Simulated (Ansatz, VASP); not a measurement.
## Two plane-wave programs on Mn

```
Mn
1.0
     0.00000    1.75195    1.75195
     1.75195    0.00000    1.75195
     1.75195    1.75195    0.00000
Mn
1
Direct
  0.00000 0.00000 0.00000
```

Alike in both runs: functional PBE; k mesh 15 × 15 × 15; occupations fermi-dirac, width 0.1 eV; no spin polarisation.

Ansatz relaxed the structure, and its values are those at the end. VASP's run is a single point on that final structure, the one shown.

|  | VASP | Ansatz |
| --- | --- | --- |
| version | VASP 6.6.1 | Ansatz 0.2.0 |
| potentials or method | VASP PAW PBE potentials, release 64 (Mn_pv), cutoff 520 eV | plane waves (420 eV) with PAW, scalar-relativistic |
| valence electrons in the cell | 13 | 15 |

Ansatz gave:

* pressure (GPa): 0.0

Problem. Estimate VASP's values.

Solution. Pressure (GPa): -0.1.

VASP's potentials hold 13 valence electrons a cell and Ansatz's 15, so a difference there can come from the potentials and not from the codes.
